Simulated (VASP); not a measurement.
Ca, 1 atom in the cell. It takes space group Im-3m (No. 229, cubic). Conventional cell: a = 4.480 Å, b = 4.480 Å, c = 4.480 Å, α = 90.00°, β = 90.00°, γ = 90.00°. Within 5.1 Å of Ca (site symmetry m-3m) lie 14 Ca at 3.88 to 4.48 Å. 

* Program: VASP 6.6.1
* Task: single point
* Functional: r2SCAN
* Potentials or basis: VASP PAW PBE potentials, release 64 (Ca_sv)
* Cutoff: 550 eV
* k mesh: 6 × 6 × 6
* Occupations: gaussian, width 0.1 eV
* Spin: no spin polarisation
* Dipole correction: no
* Further INCAR settings: ALGO = Normal; EDIFF = 1e-06; NBANDS = 11

Potentials or basis: VASP PAW PBE potentials, release 64 (Ca_sv).

Launch:

```console
$ cat potpaw_PBE.64/Ca_sv/POTCAR > POTCAR
$ cp INCAR.step1 INCAR
$ mpirun -np 1 vasp_std > vasp.out
$ cp INCAR.step2 INCAR
$ mpirun -np 1 vasp_std > vasp.out
```

Hardware: 1 thread of Intel(R) Xeon(R) Platinum 8488C (Sapphire Rapids), with other jobs on the host.

Problem. How long does it take, and how much memory?

Solution. It took 21 s on 1 thread of Intel(R) Xeon(R) Platinum 8488C (Sapphire Rapids), on a shared host, peak memory 0.17 GiB. Counts: k points 16.
